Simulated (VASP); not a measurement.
# Cu (Fm-3m) in VASP: further runs

The runs below take Cu through relaxation of cell and atoms, with LDA.

Everything below comes from runs of VASP 6.6.1. Logs are shortened: lines on timing, memory, paths and dates and some standing lists are left out, and cuts for length are marked.

## Step 1: The cell of the first run

The structure is cubic, space group Fm-3m (No. 225). The conventional cell has a = 3.520 Å, b = 3.520 Å, c = 3.520 Å, α = 90.00°, β = 90.00°, γ = 90.00°. Cu (site symmetry m-3m) has 12 Cu at 2.49 Å within 3.3 Å.

## Step 2: Relaxation of cell and atoms, LDA

Input file INCAR:

```
ALGO = Fast
EDIFF = 1E-6
EDIFFG = -0.002
ENCUT = 600
GGA = CA
IBRION = 2
ISIF = 3
ISMEAR = 0
LASPH = T
LCHARG = F
LREAL = F
LWAVE = F
NELM = 60
NSW = 100
PREC = Accurate
SIGMA = 0.1
```

Input file KPOINTS:

```
k-points
0
Gamma
  18 18 18
```

Input file POSCAR:

```
Cu
1.0
    0.0000000000      1.7597846661      1.7597846661
    1.7597846661      0.0000000000      1.7597846661
    1.7597846661      1.7597846661      0.0000000000
Cu
1
Direct
    0.0000000000      0.0000000000      0.0000000000
```

Potentials or basis: VASP PAW LDA potentials, release 64 (Cu).

Run with:

```
cat potpaw_LDA.64/Cu/POTCAR > POTCAR
mpirun -np 1 vasp_std > vasp.out
```

OUTCAR:

```text
EDIFF = 1E-6
   EDIFFG = -0.002
   ENCUT = 600
   GGA = CA
   IBRION = 2
   ISIF = 3
   ISMEAR = 0
   LASPH = T
   LREAL = F
   NELM = 60
   NSW = 100
   PREC = Accurate

 ion  position               nearest neighbor table
   1  0.000  0.000  0.000-

  LATTYP: Found a face centered cubic cell.
 ALAT       =     3.5195693322

  Lattice vectors:

 A1 = (   0.0000000000,   1.7597846661,   1.7597846661)
 A2 = (   1.7597846661,   0.0000000000,   1.7597846661)
 A3 = (   1.7597846661,   1.7597846661,   0.0000000000)

Analysis of symmetry for initial positions (statically):
=====================================================================
 Subroutine PRICEL returns:
 Original cell was already a primitive cell.

 Routine SETGRP: Setting up the symmetry group for a
 face centered cubic supercell.

 Subroutine GETGRP returns: Found 48 space group operations
 (whereof 48 operations were pure point group operations)
 out of a pool of 48 trial point group operations.

The static configuration has the point symmetry O_h .

Analysis of symmetry for dynamics (positions and initial velocities):
=====================================================================
 Subroutine PRICEL returns:
 Original cell was already a primitive cell.

 Routine SETGRP: Setting up the symmetry group for a
 face centered cubic supercell.

 Subroutine GETGRP returns: Found 48 space group operations
 (whereof 48 operations were pure point group operations)
 out of a pool of 48 trial point group operations.

The dynamic configuration has the point symmetry O_h .

 Subroutine INISYM returns: Found 48 space group operations
 (whereof 48 operations are pure point group operations),
 and found     1 'primitive' translations

----------------------------------------------------------------------------------------

                                     Primitive cell

  volume of cell :      10.8996

  direct lattice vectors                    reciprocal lattice vectors
     0.000000000  1.759784666  1.759784666    -0.284125672  0.284125672  0.284125672
     1.759784666  0.000000000  1.759784666     0.284125672 -0.284125672  0.284125672
     1.759784666  1.759784666  0.000000000     0.284125672  0.284125672 -0.284125672

  length of vectors
     2.488711342  2.488711342  2.488711342     0.492120099  0.492120099  0.492120099

  position of ions in fractional coordinates (direct lattice)
     0.000000000  0.000000000  0.000000000

  ion indices of the primitive-cell ions
   primitive index   ion index
                 1           1

----------------------------------------------------------------------------------------

 KPOINTS: k-points

Automatic generation of k-mesh.
 Grid dimensions read from file:
 generate k-points for:   18   18   18

 Generating k-lattice:

  Cartesian coordinates                     Fractional coordinates (reciprocal lattice)
    -0.015784760  0.015784760  0.015784760     0.055555556  0.000000000  0.000000000
     0.015784760 -0.015784760  0.015784760     0.000000000  0.055555556  0.000000000
     0.015784760  0.015784760 -0.015784760     0.000000000  0.000000000  0.055555556

  Length of vectors
     0.027340005  0.027340005  0.027340005

  Shift w.r.t. Gamma in fractional coordinates (k-lattice)
     0.000000000  0.000000000  0.000000000

 Subroutine IBZKPT returns following result:
 ===========================================

 Found    195 irreducible k-points:

 Following reciprocal coordinates:
            Coordinates               Weight
  0.000000  0.000000  0.000000      1.000000
  0.055556  0.000000  0.000000      8.000000
  0.111111  0.000000  0.000000      8.000000
  0.166667  0.000000  0.000000      8.000000
  0.222222  0.000000  0.000000      8.000000
  0.277778  0.000000  0.000000      8.000000
[... 16 lines left out ...]
 -0.277778  0.055556  0.000000     24.000000
 -0.222222  0.055556  0.000000     24.000000
 [... further k-points ...]
   k-points           NKPTS =    195   k-points in BZ     NKDIM =    195   number of bands    NBANDS=      9
   number of dos      NEDOS =    301   number of ions     NIONS =      1
   total plane-waves  NPLWV =   8000
   dimension x,y,z NGX =    20 NGY =   20 NGZ =   20
   dimension x,y,z NGXF=    40 NGYF=   40 NGZF=   40
   ions per type =               1
   NGX,Y,Z   is equivalent  to a cutoff of  13.36, 13.36, 13.36 a.u.
   NGXF,Y,Z  is equivalent  to a cutoff of  26.72, 26.72, 26.72 a.u.
 SYSTEM =  unknown system
   PREC   = accura    normal or accurate (medium, high low for compatibility)
   ISTART =      0    job   : 0-new  1-cont  2-samecut
   ICHARG =      2    charge: 1-file 2-atom 10-const
   ISPIN  =      1    spin polarized calculation?
   LNONCOLLINEAR =      F non collinear calculations
   LSORBIT =      F    spin-orbit coupling
   LASPH  =      T    aspherical Exc in radial PAW
   ENCUT  =  600.0 eV  44.10 Ry    6.64 a.u.   4.97  4.97  4.97*2*pi/ulx,y,z
   NELM   =     60;   NELMIN=  2; NELMDL= -5     # of ELM steps
   EDIFF  = 0.1E-05   stopping-criterion for ELM
   LREAL  =      F    real-space projection
   EDIFFG = -.2E-02   stopping-criterion for IOM
   NSW    =    100    number of steps for IOM
   IBRION =      2    ionic relax: 0-MD 1-quasi-New 2-CG
   NFREE  =      1    steps in history (QN), initial steepest desc. (CG)
   ISIF   =      3    stress and relaxation
   ISYM   =      2    0-nonsym 1-usesym 2-fastsym
   POTIM  = 0.5000    time-step for ionic-motion
   TEBEG  =    0.0;   TEEND  =   0.0 temperature during run
   PSTRESS=    0.0 pullay stress
   NELECT =      11.0000    total number of electrons
   NUPDOWN=      -1.0000    fix difference up-down
   EMIN   =  10.00;   EMAX   =-10.00  energy-range for DOS
   EFERMI =   0.00;   METHOD = LEGACY
   ISMEAR =     0;   SIGMA  =   0.10  broadening in eV -4-tet -1-fermi 0-gaus
   EFERMI_NEDOS =   21; number of points for ismear=-14 and -15
   IALGO  =     68    algorithm
   IMIX   =      4    mixing-type and parameters
     AMIX     =   0.40;   BMIX     =  1.00
     AMIX_MAG =   1.60;   BMIX_MAG =  1.00
  volume/ion in A,a.u.               =      10.90        73.55
  Fermi-wavevector in a.u.,A,eV,Ry     =   1.642112  3.103142 36.688558  2.696533
  Thomas-Fermi vector in A             =   2.732470
   LORBIT       =      0    0 simple, 1 ext, 2 COOP (PROOUT), +10 PAW based schemes
   GGA     = CA    functional components
   LHFCALC =     F    Hartree Fock is set to
   AEXX    =    0.0000 exact exchange contribution
   IVDW    =     0    specifies the selected vdW correction
   LEPSILON=     F    determine dielectric tensor
   LRPA    =     F    only Hartree local field effects (RPA)
 conjugate gradient relaxation of ions
 non-spin polarized calculation
 RMM-DIIS sequential band-by-band and
 Gauss-broadening in eV      SIGMA  =   0.10
  energy-cutoff  :      600.00
  volume of cell :       10.90
 maximum number of plane-waves:       375
   NGX =  9   NGY =  9   NGZ =  9

--------------------------------------- Ionic step        1  -------------------------------------------

 number of electron      10.9999999 magnetization

 Free energy of the ion-electron system (eV)
  ---------------------------------------------------
  ext. energy  EPLUGINS =         0.00000000
  ---------------------------------------------------
  free energy    TOTEN  =        -4.70815906 eV

  energy without entropy =       -4.70650537  energy(sigma->0) =       -4.70733222

------------------------ aborting loop because EDIFF is reached ----------------------------------------

  FORCE on cell =-STRESS in cart. coord.  units (eV):
  Direction    XX          YY          ZZ          XY          YZ          ZX
  --------------------------------------------------------------------------------------
  -------------------------------------------------------------------------------------
  Total        0.0913928      0.0913928      0.0913928      0.0000000     -0.0000000      0.0000000
  in kB       13.4342713     13.4342713     13.4342713      0.0000000     -0.0000000      0.0000000
  external PRESSURE =      13.4342713 kB  Pullay stress =       0.0000000 kB
[... 55 lines left out ...]
  energy  without entropy=       -4.7061517268  energy(sigma->0) =       -4.70696901

--------------------------------------- Ionic step        3  -------------------------------------------

 number of electron      11.0000002 magnetization

 Free energy of the ion-electron system (eV)
  ---------------------------------------------------
  ext. energy  EPLUGINS =         0.00000000
  ---------------------------------------------------
  free energy    TOTEN  =        -4.70827500 eV

  energy without entropy =       -4.70662660  energy(sigma->0) =       -4.70745080

 E-fermi :   8.2947     XC(G=0): -13.5501

 val. band max:        8.2769616446   @ k =   0.5000   0.1111   0.0000
 cond. band min:       8.3123337485   @ k =  -0.4444   0.1111   0.0556
 fundamental gap:      0.0353721039
 Fermi energy:         8.2947446806

 k-point     1 :       0.0000    0.0000    0.0000
  band No.  band energies     occupation
      1      -1.6134      2.00000
      2       5.0132      2.00000
      3       5.0132      2.00000
      4       5.0132      2.00000
      5       5.9552      2.00000
      6       5.9552      2.00000
      7      31.6026      0.00000
      8      34.6769      0.00000
      9      34.6769      0.00000
[... 265 lines left out ...]
 k-point    24 :      -0.2222    0.0556    0.0000
  band No.  band energies     occupation
      1       0.5613      2.00000
      2       4.6842      2.00000
      3       5.1922      2.00000
      4       5.2355      2.00000
      5       5.8964      2.00000
      6       6.1729      2.00000
      7      21.9580      0.00000
      8      29.1796      0.00000
      9      32.9438      0.00000

 [... further k-points ...]
[... 5 lines left out ...]
  --------------------------------------------------------------------------------------
  -------------------------------------------------------------------------------------
  Total        0.0004472      0.0004472      0.0004472     -0.0000000      0.0000000      0.0000000
  in kB        0.0654270      0.0654270      0.0654270     -0.0000000      0.0000000      0.0000000
  external PRESSURE =       0.0654270 kB  Pullay stress =       0.0000000 kB
[... 16 lines left out ...]
  FREE ENERGIE OF THE ION-ELECTRON SYSTEM (eV)
  ---------------------------------------------------
  free  energy   TOTEN  =        -4.7082749967 eV

  energy  without entropy=       -4.7066265966  energy(sigma->0) =       -4.70745080

 reached required accuracy - stopping structural energy minimisation
```

It took 30 s on 1 thread of AMD EPYC 9R45 (Zen 5), shared host; peak memory 0.11 GiB.

Results:

```yaml
Free_energy: -4.7083 eV
Relaxed_volume: 10.95 Å³/atom
Relaxed_cell: a = 2.493 Å, b = 2.493 Å, c = 2.493 Å, α = 60.00°, β = 60.00°, γ = 60.00°
Space_group_after_relaxing_to_0.1_Å: Fm-3m (No. 225)
Energy_gained_by_relaxing: 0.1 meV/atom
Ionic_steps: 3
Pressure_after_relaxing: 0.0 GPa
Band_gap_on_the_k_mesh: zero (an odd number of electrons rules out a gap without spin polarisation)
```

Step by step:
| step | energy change (eV) | largest force (eV/Å) | pressure (GPa) | volume (Å³) |
| --- | --- | --- | --- | --- |
| 1 | 0.0000 | 0.0000 | 1.34 | 10.90 |
| 2 | 0.0004 | 0.0000 | -1.80 | 11.04 |
| 3 | -0.0001 | 0.0000 | 0.01 | 10.95 |

Final structure:
```
Cu
1.0
     0.00000    1.76250    1.76250
     1.76250    0.00000    1.76250
     1.76250    1.76250    0.00000
Cu
1
Direct
  0.00000 0.00000 0.00000
```

## Step 3: Relaxation of cell and atoms, LDA

Input file INCAR:

```
PREC = Accurate ; ENCUT = 600
EDIFF = 1E-6 ; ISMEAR = -1
SIGMA = 0.15 ; LREAL = False
LASPH = True ; NELM = 100
ALGO = Normal ; ISIF = 3
LWAVE = False ; LCHARG = False
IBRION = 2 ; NSW = 80
EDIFFG = -0.001
```

Input file KPOINTS:

```
regular mesh
0
Gamma
  20 20 20
```

Input file POSCAR:

```
Cu
1.0
    0.0000000000      1.7591974728      1.7591974728
    1.7591974728      0.0000000000      1.7591974728
    1.7591974728      1.7591974728      0.0000000000
Cu
1
Direct
    0.0000000000      0.0000000000      0.0000000000
```

Potentials or basis: VASP PAW LDA potentials, release 64 (Cu).

Run with:

```
cat potpaw_LDA.64/Cu/POTCAR > POTCAR
mpirun -np 1 vasp_std > vasp.out
```

OUTCAR:

```text
PREC = Accurate
   ENCUT = 600
   EDIFF = 1E-6
   ISMEAR = -1
   LREAL = False
   LASPH = True
   NELM = 100
   ISIF = 3
   IBRION = 2
   NSW = 80
   EDIFFG = -0.001

 ion  position               nearest neighbor table
   1  0.000  0.000  0.000-

  LATTYP: Found a face centered cubic cell.
 ALAT       =     3.5183949456

  Lattice vectors:

 A1 = (   0.0000000000,   1.7591974728,   1.7591974728)
 A2 = (   1.7591974728,   0.0000000000,   1.7591974728)
 A3 = (   1.7591974728,   1.7591974728,   0.0000000000)

Analysis of symmetry for initial positions (statically):
=====================================================================
 Subroutine PRICEL returns:
 Original cell was already a primitive cell.

 Routine SETGRP: Setting up the symmetry group for a
 face centered cubic supercell.

 Subroutine GETGRP returns: Found 48 space group operations
 (whereof 48 operations were pure point group operations)
 out of a pool of 48 trial point group operations.

The static configuration has the point symmetry O_h .

Analysis of symmetry for dynamics (positions and initial velocities):
[... 164 lines left out ...]
  -------------------------------------------------------------------------------------
  Total        0.0661857      0.0661857      0.0661857      0.0000000     -0.0000000      0.0000000
  in kB        9.7386976      9.7386976      9.7386976      0.0000000     -0.0000000      0.0000000
  external PRESSURE =       9.7386976 kB  Pullay stress =       0.0000000 kB
[... 57 lines left out ...]
--------------------------------------- Ionic step        3  -------------------------------------------

 number of electron      11.0000001 magnetization

 Free energy of the ion-electron system (eV)
  ---------------------------------------------------
  ext. energy  EPLUGINS =         0.00000000
  ---------------------------------------------------
  free energy    TOTEN  =        -4.71868165 eV

  energy without entropy =       -4.69802859  energy(sigma->0) =       -4.70835512

 E-fermi :   8.3492     XC(G=0): -13.5549

 val. band max:        8.3306430393   @ k =  -0.4500   0.1000   0.0000
 cond. band min:       8.3558972486   @ k =   0.4500   0.3500   0.0000
 fundamental gap:      0.0252542093
 Fermi energy:         8.3491935802

 k-point     1 :       0.0000    0.0000    0.0000
  band No.  band energies     occupation
      1      -1.6100      2.00000
      2       5.0119      2.00000
      3       5.0119      2.00000
      4       5.0119      2.00000
      5       5.9542      2.00000
      6       5.9542      2.00000
      7      31.6167      0.00000
      8      34.6954      0.00000
      9      34.6954      0.00000
[... 265 lines left out ...]
 k-point    24 :      -0.3500    0.0500    0.0000
  band No.  band energies     occupation
      1       2.3277      2.00000
      2       5.0454      2.00000
      3       5.0909      2.00000
      4       5.2339      2.00000
      5       6.3052      2.00000
      6       6.6201      1.99998
      7      16.0641      0.00000
      8      28.9895      0.00000
      9      31.3793      0.00000

 [... further k-points ...]
[... 5 lines left out ...]
  --------------------------------------------------------------------------------------
  -------------------------------------------------------------------------------------
  Total       -0.0009548     -0.0009548     -0.0009548     -0.0000000     -0.0000000      0.0000000
  in kB       -0.1397871     -0.1397871     -0.1397871     -0.0000000     -0.0000000      0.0000000
  external PRESSURE =      -0.1397871 kB  Pullay stress =       0.0000000 kB
[... 16 lines left out ...]
  FREE ENERGIE OF THE ION-ELECTRON SYSTEM (eV)
  ---------------------------------------------------
  free  energy   TOTEN  =        -4.7186816533 eV

  energy  without entropy=       -4.6980285926  energy(sigma->0) =       -4.70835512

 reached required accuracy - stopping structural energy minimisation
```

Run time: 26 s. Hardware: 1 thread of AMD EPYC 9R45 (Zen 5), shared host; peak memory 0.12 GiB.

What came out:

| Item | Value |
| --- | --- |
| Free energy | -4.7187 eV |
| Relaxed volume | 10.94 Å³/atom |
| Relaxed cell | a = 2.492 Å, b = 2.492 Å, c = 2.492 Å, α = 60.00°, β = 60.00°, γ = 60.00° |
| Space group after relaxing (to 0.1 Å) | Fm-3m (No. 225) |
| Energy gained by relaxing | 0.2 meV/atom |
| Ionic steps | 3 |
| Pressure after relaxing | 0.0 GPa |
| Band gap on the k mesh | zero (an odd number of electrons rules out a gap without spin polarisation) |

Step by step:
| step | energy change (eV) | largest force (eV/Å) | pressure (GPa) | volume (Å³) |
| --- | --- | --- | --- | --- |
| 1 | 0.0000 | 0.0000 | 0.97 | 10.89 |
| 2 | -0.0001 | 0.0000 | -0.61 | 10.99 |
| 3 | -0.0002 | 0.0000 | -0.01 | 10.94 |

Final structure:
```xyz
1
Lattice="0.0000 1.7621 1.7621 1.7621 0.0000 1.7621 1.7621 1.7621 0.0000" Properties=species:S:1:pos:R:3 pbc="T T T"
Cu    0.0000    0.0000    0.0000
```
